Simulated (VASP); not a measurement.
# P (R-3m) in VASP: notebook

P is run at these levels: PBEsol; tasks: single point, relaxation of cell and atoms.

All numbers are computed with VASP 6.6.1; they aren't measurements. Logs are shortened: lines on timing, memory, paths and dates and some standing lists are left out, and cuts for length are marked.

### 1 The cell of the first run

The structure is trigonal, space group R-3m (No. 166). The conventional cell has a = 3.440 Å, b = 3.440 Å, c = 8.817 Å, α = 90.00°, β = 90.00°, γ = 120.00°. Within 3.1 Å of P (site symmetry 3m) lie 6 P at 2.31 to 2.65 Å.

### 2 Single point, PBEsol

INCAR reads:

```
SYSTEM = P
PREC = Accurate
ENCUT = 520
EDIFF = 1E-6
ISMEAR = -1
SIGMA = 0.1
LREAL = .False.
LASPH = .True.
NELM = 100
ALGO = Fast
ISIF = 2
LWAVE = .False.
LCHARG = .False.
GGA = PS
NBANDS = 12
```

KPOINTS reads:

```
Automatic mesh
0
Gamma
  12 12 12
  0 0 0
```

POSCAR reads:

```
P
1.0
    1.7202163173      0.9931673538      2.9388949532
   -1.7202163173      0.9931673538      2.9388949532
    0.0000000000     -1.9863347077      2.9388949532
P
2
Direct
    0.2334452131      0.2334452131      0.2334452131
    0.7665547869      0.7665547869      0.7665547869
```

Potentials or basis: VASP PAW PBE potentials, release 64 (P).

Launch:

```bash
cat potpaw_PBE.64/P/POTCAR > POTCAR
mpirun -np 1 vasp_std > vasp.out
```

OUTCAR:

```text
SYSTEM = P
   PREC = Accurate
   ENCUT = 520
   EDIFF = 1E-6
   ISMEAR = -1
   LREAL = .False.
   LASPH = .True.
   NELM = 100
   ISIF = 2
   GGA = PS

 ion  position               nearest neighbor table
   1  0.233  0.233  0.233-   2 2.31   2 2.31   2 2.31   2 2.65   2 2.65   2 2.65
   2  0.767  0.767  0.767-   1 2.31   1 2.31   1 2.31   1 2.65   1 2.65   1 2.65

  LATTYP: Found a trigonal (rhomboedric) cell.
 ALAT       =     3.5472001800
 COS(alpha) =     0.5296461255

  Lattice vectors:

 A1 = (   1.7202163173,   0.9931673538,   2.9388949532)
 A2 = (  -1.7202163173,   0.9931673538,   2.9388949532)
 A3 = (   0.0000000000,  -1.9863347077,   2.9388949532)

Analysis of symmetry for initial positions (statically):
=====================================================================
 Subroutine PRICEL returns:
 Original cell was already a primitive cell.

 Routine SETGRP: Setting up the symmetry group for a
 trigonal (rhombohedral) supercell.

 Subroutine GETGRP returns: Found 12 space group operations
 (whereof 12 operations were pure point group operations)
 out of a pool of 12 trial point group operations.

The static configuration has the point symmetry D_3d.

Analysis of symmetry for dynamics (positions and initial velocities):
=====================================================================
 Subroutine PRICEL returns:
 Original cell was already a primitive cell.

 Routine SETGRP: Setting up the symmetry group for a
 trigonal (rhombohedral) supercell.

 Subroutine GETGRP returns: Found 12 space group operations
 (whereof 12 operations were pure point group operations)
 out of a pool of 12 trial point group operations.

The dynamic configuration has the point symmetry D_3d.

 Subroutine INISYM returns: Found 12 space group operations
 (whereof 12 operations are pure point group operations),
 and found     1 'primitive' translations

----------------------------------------------------------------------------------------

                                     Primitive cell

  volume of cell :      30.1260

  direct lattice vectors                    reciprocal lattice vectors
     1.720216317  0.993167354  2.938894953     0.290661119  0.167813275  0.113421316
    -1.720216317  0.993167354  2.938894953    -0.290661119  0.167813275  0.113421316
     0.000000000 -1.986334708  2.938894953     0.000000000 -0.335626551  0.113421316

  length of vectors
     3.547200180  3.547200180  3.547200180     0.354273308  0.354273308  0.354273308

  position of ions in fractional coordinates (direct lattice)
     0.233445213  0.233445213  0.233445213
     0.766554787  0.766554787  0.766554787

  ion indices of the primitive-cell ions
   primitive index   ion index
                 1           1
                 2           2

----------------------------------------------------------------------------------------

 KPOINTS: Automatic mesh

Automatic generation of k-mesh.
 Grid dimensions read from file:
 generate k-points for:   12   12   12

 Generating k-lattice:

  Cartesian coordinates                     Fractional coordinates (reciprocal lattice)
     0.024221760  0.013984440  0.009451776     0.083333333  0.000000000 -0.000000000
    -0.024221760  0.013984440  0.009451776     0.000000000  0.083333333 -0.000000000
     0.000000000 -0.027968879  0.009451776     0.000000000  0.000000000  0.083333333

  Length of vectors
     0.029522776  0.029522776  0.029522776

  Shift w.r.t. Gamma in fractional coordinates (k-lattice)
     0.000000000  0.000000000  0.000000000

 Subroutine IBZKPT returns following result:
 ===========================================

 Found    189 irreducible k-points:

 Following reciprocal coordinates:
            Coordinates               Weight
  0.000000  0.000000  0.000000      1.000000
  0.083333 -0.000000  0.000000      6.000000
  0.166667 -0.000000  0.000000      6.000000
  0.250000 -0.000000  0.000000      6.000000
  0.333333 -0.000000  0.000000      6.000000
  0.416667 -0.000000  0.000000      6.000000
[... 16 lines left out ...]
  0.500000  0.166667  0.000000     12.000000
 -0.416667  0.166667 -0.000000     12.000000
 [... further k-points ...]
   k-points           NKPTS =    189   k-points in BZ     NKDIM =    189   number of bands    NBANDS=     12
   number of dos      NEDOS =    301   number of ions     NIONS =      2
   total plane-waves  NPLWV =  21952
   dimension x,y,z NGX =    28 NGY =   28 NGZ =   28
   dimension x,y,z NGXF=    56 NGYF=   56 NGZF=   56
   ions per type =               2
   NGX,Y,Z   is equivalent  to a cutoff of  13.12, 13.12, 13.12 a.u.
   NGXF,Y,Z  is equivalent  to a cutoff of  26.25, 26.25, 26.25 a.u.
 SYSTEM =  P
   PREC   = accura    normal or accurate (medium, high low for compatibility)
   ISTART =      0    job   : 0-new  1-cont  2-samecut
   ICHARG =      2    charge: 1-file 2-atom 10-const
   ISPIN  =      1    spin polarized calculation?
   LNONCOLLINEAR =      F non collinear calculations
   LSORBIT =      F    spin-orbit coupling
   LASPH  =      T    aspherical Exc in radial PAW
   ENCUT  =  520.0 eV  38.22 Ry    6.18 a.u.   6.60  6.60  6.60*2*pi/ulx,y,z
   NELM   =    100;   NELMIN=  2; NELMDL= -5     # of ELM steps
   EDIFF  = 0.1E-05   stopping-criterion for ELM
   LREAL  =      F    real-space projection
   EDIFFG = 0.1E-04   stopping-criterion for IOM
   NSW    =      0    number of steps for IOM
   IBRION =     -1    ionic relax: 0-MD 1-quasi-New 2-CG
   NFREE  =      0    steps in history (QN), initial steepest desc. (CG)
   ISIF   =      2    stress and relaxation
   ISYM   =      2    0-nonsym 1-usesym 2-fastsym
   POTIM  = 0.5000    time-step for ionic-motion
   TEBEG  =    0.0;   TEEND  =   0.0 temperature during run
   PSTRESS=    0.0 pullay stress
   NELECT =      10.0000    total number of electrons
   NUPDOWN=      -1.0000    fix difference up-down
   EMIN   =  10.00;   EMAX   =-10.00  energy-range for DOS
   EFERMI =   0.00;   METHOD = LEGACY
   ISMEAR =    -1;   SIGMA  =   0.10  broadening in eV -4-tet -1-fermi 0-gaus
   EFERMI_NEDOS =   21; number of points for ismear=-14 and -15
   IALGO  =     68    algorithm
   IMIX   =      4    mixing-type and parameters
     AMIX     =   0.40;   BMIX     =  1.00
     AMIX_MAG =   1.60;   BMIX_MAG =  1.00
  volume/ion in A,a.u.               =      15.06       101.65
  Fermi-wavevector in a.u.,A,eV,Ry     =   1.133517  2.142036 17.481581  1.284860
  Thomas-Fermi vector in A             =   2.270219
   LORBIT       =      0    0 simple, 1 ext, 2 COOP (PROOUT), +10 PAW based schemes
   GGA     = PS    functional components
   LHFCALC =     F    Hartree Fock is set to
   AEXX    =    0.0000 exact exchange contribution
   IVDW    =     0    specifies the selected vdW correction
   LEPSILON=     F    determine dielectric tensor
   LRPA    =     F    only Hartree local field effects (RPA)
 non-spin polarized calculation
 RMM-DIIS sequential band-by-band and
  energy-cutoff  :      520.00
  volume of cell :       30.13
 maximum number of plane-waves:       828
   NGX = 13   NGY = 13   NGZ = 13

 number of electron      10.0000000 magnetization

 Free energy of the ion-electron system (eV)
  ---------------------------------------------------
  ext. energy  EPLUGINS =         0.00000000
  ---------------------------------------------------
  free energy    TOTEN  =       -11.59256944 eV

  energy without entropy =      -11.58041166  energy(sigma->0) =      -11.58649055

 E-fermi :   9.5820     XC(G=0): -11.2004

 val. band max:        9.5646923360   @ k =  -0.4167   0.0833   0.0000
 cond. band min:       9.6764061616   @ k =   0.4167  -0.0000   0.0000
 fundamental gap:      0.1117138256
 Fermi energy:         9.5820131734

 k-point     1 :       0.0000    0.0000    0.0000
  band No.  band energies     occupation
      1      -7.1764      2.00000
      2       6.8533      2.00000
      3       6.9121      2.00000
      4       6.9121      2.00000
      5       7.1211      2.00000
      6      11.8298      0.00000
      7      12.9057      0.00000
      8      12.9057      0.00000
      9      15.0669      0.00000
     10      15.0669      0.00000
     11      16.1128      0.00000
     12      16.4424      0.00000

 k-point     2 :       0.0833   -0.0000    0.0000
  band No.  band energies     occupation
      1      -7.0591      2.00000
      2       5.4163      2.00000
      3       6.8184      2.00000
      4       6.8526      2.00000
      5       8.1844      2.00000
      6      11.9910      0.00000
      7      12.7568      0.00000
      8      12.8897      0.00000
      9      14.4663      0.00000
     10      14.5506      0.00000
     11      15.3123      0.00000
     12      17.6054      0.00000

 k-point     3 :       0.1667   -0.0000    0.0000
  band No.  band energies     occupation
      1      -6.7082      2.00000
      2       3.6286      2.00000
      3       6.7120      2.00000
      4       6.7312      2.00000
      5       8.8242      1.99898
      6      11.8056      0.00000
      7      11.9657      0.00000
      8      12.5887      0.00000
      9      14.3474      0.00000
     10      14.8726      0.00000
     11      15.2343      0.00000
     12      19.5247      0.00000
[... 286 lines left out ...]
 k-point    23 :       0.5000    0.1667    0.0000
  band No.  band energies     occupation
      1      -3.6398      2.00000
      2      -1.6262      2.00000
      3       4.2160      2.00000
      4       5.8284      2.00000
      5       6.8476      2.00000
      6      11.0398      0.00000
      7      12.3613      0.00000
      8      13.3434      0.00000
      9      16.0659      0.00000
     10      20.1261      0.00000
     11      20.8708      0.00000
     12      22.0462      0.00000

 k-point    24 :      -0.4167    0.1667   -0.0000
  band No.  band energies     occupation
      1      -3.1973      2.00000
      2      -2.1640      2.00000
      3       3.9440      2.00000
      4       6.2258      2.00000
      5       7.1542      2.00000
      6      10.3870      0.00064
      7      11.9469      0.00000
      8      13.7018      0.00000
      9      17.7534      0.00000
     10      18.6415      0.00000
     11      19.0532      0.00000
     12      23.5575      0.00000

 [... further k-points ...]
[... 5 lines left out ...]
  --------------------------------------------------------------------------------------
  -------------------------------------------------------------------------------------
  Total       -0.0012581     -0.0012581      0.0177342      0.0000000     -0.0000000      0.0000000
  in kB       -0.0669078     -0.0669078      0.9431488      0.0000000     -0.0000000      0.0000000
  external PRESSURE =       0.2697777 kB  Pullay stress =       0.0000000 kB

 VOLUME and BASIS-vectors are now :
 -----------------------------------------------------------------------------
  energy-cutoff  :      520.00
  volume of cell :       30.13
      direct lattice vectors                 reciprocal lattice vectors
     1.720216317  0.993167354  2.938894953     0.290661119  0.167813275  0.113421316
    -1.720216317  0.993167354  2.938894953    -0.290661119  0.167813275  0.113421316
     0.000000000 -1.986334708  2.938894953     0.000000000 -0.335626551  0.113421316

 POSITION                                       TOTAL-FORCE (eV/Angst)
 -----------------------------------------------------------------------------------
      0.00000     -0.00000      2.05821         0.000000      0.000000     -0.032989
      0.00000     -0.00000      6.75847         0.000000     -0.000000      0.032989
 -----------------------------------------------------------------------------------
    total drift:                               -0.000000      0.000000     -0.000000

  FREE ENERGIE OF THE ION-ELECTRON SYSTEM (eV)
  ---------------------------------------------------
  free  energy   TOTEN  =       -11.5925694393 eV

  energy  without entropy=      -11.5804116568  energy(sigma->0) =      -11.58649055
```

It took 24 s on 1 thread of Intel Xeon 6975P-C (Granite Rapids), shared host; peak memory 0.18 GiB.

What came out:

| Property | Result |
| --- | --- |
| Free energy | -11.5926 eV |
| Pressure | 0.0 GPa |
| Largest force | 0.033 eV/Å |
| Band gap on the k mesh | zero (bands 5 and 6 overlap by 1.16 eV) |

Forces on the atoms (eV/Å):
```
P    0.000  0.000 -0.033
P    0.000  0.000  0.033
```

Stress tensor (GPa, compression positive):
```
-0.01  0.00  0.00
 0.00 -0.01  0.00
 0.00  0.00  0.09
```

Caveat: the PAW data sets were made with another functional, which shifts forces and pressure a little.

(Continued in part 2 of 2.)
